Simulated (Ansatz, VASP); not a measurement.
**C in VASP and in Ansatz**

Contents of POSCAR:

```
C
1.0
    0.0000000000      1.7801241434      1.7801241434
    1.7801241434      0.0000000000      1.7801241434
    1.7801241434      1.7801241434      0.0000000000
C
2
Direct
    0.0000000000      0.0000000000      0.0000000000
    0.2500000000      0.2500000000      0.2500000000
```

Contents of INCAR.step1:

```
ALGO = Normal
EDIFF = 1E-5
ENCUT = 520
GGA = PE
ISIF = 2
ISMEAR = 0
LASPH = T
LREAL = F
LWAVE = T
NBANDS = 11
NELM = 80
PREC = Accurate
SIGMA = 0.01
```

The input INCAR.step2:

```
ALGO = Normal
EDIFF = 1E-6
ENCUT = 520
GGA = PE
HFSCREEN = 0.2079
ISIF = 2
ISMEAR = 0
ISTART = 1
LASPH = T
LCHARG = T
LELF = T
LHFCALC = T
LREAL = F
LVHAR = T
LWAVE = F
NBANDS = 11
NELM = 80
PREC = Accurate
PRECFOCK = Normal
SIGMA = 0.01
```

File KPOINTS:

```
k-points
0
Gamma
  8 8 8
```

Input for Ansatz:

```yaml
crystal:
  lattice:
    - [0.0, 1.7801241434, 1.7801241434]
    - [1.7801241434, 0.0, 1.7801241434]
    - [1.7801241434, 1.7801241434, 0.0]
  atoms:
    - { symbol: C, position: [0.0, 0.0, 0.0] }
    - { symbol: C, position: [0.25, 0.25, 0.25] }
kpoints:
  mp_grid: { grid: [8, 8, 8] }
  band_path:
    path:
      - [0.0, 0.0, 0.0]
      - [0.5, 0.0, 0.5]
      - [0.625, 0.25, 0.625]
      - [0.375, 0.375, 0.75]
      - [0.5, 0.5, 0.5]
      - [0.5, 0.25, 0.75]
      - [0.35, 0.0, 0.35]
    npoints: 1
hamiltonian:
  xc: hse06
scf:
  occupations: { method: fixed }
  n_extra_bands: 4
output:
  forces: true
  stress: true
  eigenvalues: true
```

Alike in both runs: task single point; functional HSE06; k mesh 8 × 8 × 8; no spin polarisation.

```csv
,VASP,Ansatz
version,VASP 6.6.1,Ansatz 0.2.0
potentials or method,"VASP PAW PBE potentials, release 64 (C)","plane waves, PAW"
plane-wave cutoff (eV),520,420
occupations,"gaussian, width 0.01 eV",fixed
valence electrons in the cell,8,8
```

Ansatz gave:

- gap on the k mesh at the Fermi level (eV): 5.30
- pressure (GPa): -5.7

Task: Which values does VASP return?

Result: gap on the k mesh at the Fermi level (eV): 5.29; pressure (GPa): -4.9.

Ansatz's warnings: stress exchange threshold loose, stress scf threshold loose.
